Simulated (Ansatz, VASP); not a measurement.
## TaN: VASP beside Ansatz

Contents of INCAR:

```
SYSTEM = TaN
ALGO = Normal
EDIFF = 1E-8
ENCUT = 520
GGA = PS
ISIF = 2
ISMEAR = -1
LASPH = .TRUE.
LCHARG = .FALSE.
LEFG = .TRUE.
LREAL = .FALSE.
LWAVE = .FALSE.
NBANDS = 24
NELM = 80
PREC = Accurate
SIGMA = 0.01
```

Contents of KPOINTS:

```
k-points
0
G
  9 9 5
  0 0 0
```

The input POSCAR:

```
TaN
1.0
    3.0500010905      0.0305000109      0.0305000109
   -1.4985867610      2.6261284206      0.0111637788
    0.0494000000      0.0494000000      4.9400000000
Ta N
2 2
Direct
    0.3333333333      0.6666666667      0.0000000000
    0.6666666667      0.3333333333      0.5000000000
    0.3333333333      0.6666666667      0.3850000000
    0.6666666667      0.3333333333      0.8850000000
```

Input for Ansatz:

```yaml
crystal:
  lattice:
    - [3.0500010905, 0.0305000109, 0.0305000109]
    - [-1.498586761, 2.6261284206, 0.0111637788]
    - [0.0494, 0.0494, 4.94]
  atoms:
    - { symbol: Ta, position: [0.3333333333, 0.6666666667, 0.0] }
    - { symbol: Ta, position: [0.6666666667, 0.3333333333, 0.5] }
    - { symbol: "N", position: [0.3333333333, 0.6666666667, 0.385] }
    - { symbol: "N", position: [0.6666666667, 0.3333333333, 0.885] }
kpoints:
  mp_grid: { grid: [9, 9, 5] }
scf:
  occupations: { method: fermi_dirac, width: 0.01 }
hamiltonian:
  xc: pbesol
  pseudopotentials: { kind: all_electron, datasets: crystal }
output:
  forces: true
  stress: true
  eigenvalues: true
  efg: { contact_densities: true }
```

Change from the starting cell: equal xy, yz and zx shear strains of +2 %, crystal datasets.

Alike in both runs: task electric field gradients; functional PBEsol; k mesh 9 × 9 × 5; occupations fermi-dirac, width 0.01 eV; no spin polarisation.

|  | VASP | Ansatz |
| --- | --- | --- |
| version | VASP 6.6.1 | Ansatz 0.2.0 |
| potentials or method | VASP PAW PBE potentials, release 64 (Ta_pv, N), cutoff 520 eV | all-electron PAW with datasets made for the crystal, scalar-relativistic |

|  | VASP | Ansatz | Ansatz less VASP |
| --- | --- | --- | --- |
| pressure (GPa) | 129.8 | 124.0 | -5.81 |
| traceless stress, the component that is largest in VASP (GPa) | -17.16 | -16.47 | +0.694 |
| rms of the force components (eV/Å) | 1.437 | 1.399 | -0.0379 |
| size of Vzz on the site where it differs most (V/Å²) | 123.2 | 118.8 | -4.47 |

VASP's potentials were made for PBE, not for PBEsol. Atom by atom the forces differ by 0.040 eV/Å (rms over components). Both programs put the cell under a high pressure, so it lies far from rest at this level. Ansatz ran all-electron here, and VASP with PAW potentials.

Spin-orbit coupling is off throughout. Noted on VASP's run: the cell as given lies far from equilibrium.
